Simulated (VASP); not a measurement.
Input of a VASP 6.6.1 run:

File INCAR:

```
PREC = Accurate ; ENCUT = 520
EDIFF = 1E-7 ; ISMEAR = 0
SIGMA = 0.1 ; LREAL = False
LASPH = True ; NELM = 150
ALGO = Normal ; ISIF = 2
LWAVE = False ; LCHARG = True
ISPIN = 2 ; MAGMOM = 0 0 0 0 0 0 0 0 1 1 1 1 1 1
LORBIT = 11 ; GGA = PE
LELF = True ; LVHAR = True
NBANDS = 41
```

The input KPOINTS:

```
regular mesh
0
Gamma
  3 3 6
```

The input POSCAR:

```
B4C3
1.0
    6.8476277700      0.0000000000      0.0000000000
   -3.4238138900      5.9302196000      0.0000000000
    0.0000000000      0.0000000000      2.6226537900
B C
8 6
Direct
    0.6666666700      0.3333333300      0.7500000000
    0.3333333300      0.6666666700      0.2500000000
    0.6696315900      0.9727169700      0.7500000000
    0.6969146100      0.6696315900      0.2500000000
    0.9727169700      0.3030853900      0.2500000000
    0.0272830300      0.6969146100      0.7500000000
    0.3303684100      0.0272830300      0.2500000000
    0.3030853900      0.3303684100      0.7500000000
    0.8291482800      0.2354844800      0.7500000000
    0.5936638000      0.8291482800      0.2500000000
    0.2354844800      0.4063362000      0.2500000000
    0.7645155200      0.5936638000      0.7500000000
    0.4063362000      0.1708517200      0.7500000000
    0.1708517200      0.7645155200      0.2500000000
```

Potentials or basis: VASP PAW PBE potentials, release 64 (B, C).

Launch:

```bash
$ cat potpaw_PBE.64/B/POTCAR potpaw_PBE.64/C/POTCAR > POTCAR
$ mpirun -np 1 vasp_std > vasp.out
```

Q: Predict the net moment.

A: 0.00 μB per cell.

Q: What does it give for the pressure?

A: 14.7 GPa.

Q: Estimate the largest force.

A: 1.448 eV/Å.

Stress tensor (GPa, compression positive):
```
 8.06  0.00  0.00
 0.00  8.06  0.00
 0.00  0.00 27.88
```

Caveat: the k points lie up to 0.40 Å⁻¹ apart; forces of over 1 eV/Å act on the atoms, so gaps and moduli don't describe the material at rest.
